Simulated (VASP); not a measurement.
Here is a VASP 6.6.1 calculation.

The input INCAR:

```
ALGO = Normal ; EDIFF = 1E-6
ENCUT = 400 ; GGA = PE
GGA_COMPAT = False ; ISIF = 2
ISMEAR = 0 ; LASPH = True
LCHARG = True ; LELF = True
LREAL = False ; LVHAR = True
LWAVE = False ; NBANDS = 110
NELM = 120 ; PREC = Accurate
SIGMA = 0.05
```

The input KPOINTS:

```
k-points
0
Gamma
  4 4 2
```

Contents of POSCAR:

```
K12Cl11
1.0
   -3.8375709983     -7.6751419966     -3.8375709983
    3.8375709983     -3.8375709983     -7.6751419966
    3.8375709983     -7.6751419966      3.8375709983
K Cl
12 11
Direct
    0.4870355386      0.0259289227      0.5000000000
    0.3976054158      0.6666666667      0.7694410551
    0.3355103249      0.3289793502      0.0000000000
    0.2455435937      0.0074590214      0.2463692961
    0.1666666667      0.6666666667      0.5000000000
    0.0877897396      0.3258743119      0.7536307039
    0.9357279175      0.6666666667      0.2305589449
    0.8462977947      0.3074044106      0.5000000000
    0.5863359484      0.3258743119      0.2463692961
   -0.0021769916      0.0043539831      0.0000000000
    0.7469973849      0.0074590214      0.7536307039
    0.6666666667      0.6666666667      0.0000000000
    0.4578717906      0.3414943255      0.6221359415
    0.3797846292      0.9994782261      0.8735197507
    0.3000147205      0.6666666667      0.1303793582
    0.2006338839      0.3414943255      0.3778640585
    0.1326994494      0.9918390079      0.6221359415
    0.9535487041      0.3338551073      0.1264802493
    0.8754615427      0.9918390079      0.3778640585
    0.6207371447      0.9994782261      0.1264802493
    0.0333186128      0.6666666667      0.8696206418
    0.6666666667      0.6666666667      0.5000000000
    0.7125961886      0.3338551073      0.8735197507
```

Potentials or basis: VASP PAW PBE potentials, release 64 (K_sv, Cl).

Command:

```console
$ cat potpaw_PBE.64/K_sv/POTCAR potpaw_PBE.64/Cl/POTCAR > POTCAR
$ mpirun -np 1 vasp_std > vasp.out
```

Q: What does it give for the pressure?

A: 0.9 GPa.

Q: Estimate the largest force.

A: 0.007 eV/Å.

Q: Estimate the band gap on the k mesh.

A: Zero (an odd number of electrons rules out a gap without spin polarisation).

Stress tensor (GPa, compression positive):
```
 0.97  0.01 -0.04
 0.01  0.77  0.01
-0.04  0.01  0.97
```

Caveat: the cell differs from its parent crystal (atoms taken out, then relaxed in part); an odd number of electrons without spin polarisation forces a metal; a magnetic or distorted state may lie lower.
